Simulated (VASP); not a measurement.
Set up this calculation in VASP 6.6.1, as the native input.

```
Task                   : single point
Functional             : PBE
Dispersion             : D3(BJ)
Potentials or basis    : VASP PAW PBE potentials, release 64 (Pb_d)
Cutoff                 : 520 eV
k mesh                 : 14 × 14 × 8
Occupations            : gaussian, width 0.1 eV
Spin                   : no spin polarisation
Dipole correction      : no
Further INCAR settings : ALGO = Fast; EDIFF = 1e-07; NBANDS = 21
```

The structure of Pb lies in POSCAR:

```
Pb
1.0
    2.9873088184     -1.7554331465     -0.4940265604
    2.9873088184      1.7554331465     -0.4940265604
   -3.0707306804      0.0000000000      6.3155465276
Pb
2
Direct
    0.0000055663      0.0000055663      0.2500010374
    0.9999944337      0.9999944337      0.7499989626
```

These files were run (other wordings do the same):

INCAR

```
SYSTEM = Pb
PREC = Accurate
ENCUT = 520
EDIFF = 1E-7
ISMEAR = 0
SIGMA = 0.1
LREAL = .FALSE.
LASPH = .TRUE.
NELM = 100
ALGO = Fast
ISIF = 2
LWAVE = .FALSE.
LCHARG = .FALSE.
GGA = PE
IVDW = 12
NBANDS = 21
```

KPOINTS

```
Automatic mesh
0
G
  14 14 8
  0 0 0
```

Potentials or basis: VASP PAW PBE potentials, release 64 (Pb_d).

Launch:

```sh
$ cat potpaw_PBE.64/Pb_d/POTCAR > POTCAR
$ mpirun -np 1 vasp_std > vasp.out
```

Results of the run:

* Pressure: -0.1 GPa
* Band gap on the k mesh: zero (bands 14 and 15 overlap by 7.13 eV)
* Dispersion energy per atom: -0.408 eV

Caveat: spin-orbit coupling is left out, which moves the levels of the heavy elements.

Wall time 17 min on 1 thread of Intel(R) Xeon(R) Platinum 8375C CPU @ 2.90GHz (Ice Lake), on a shared host, peak memory 0.55 GiB.
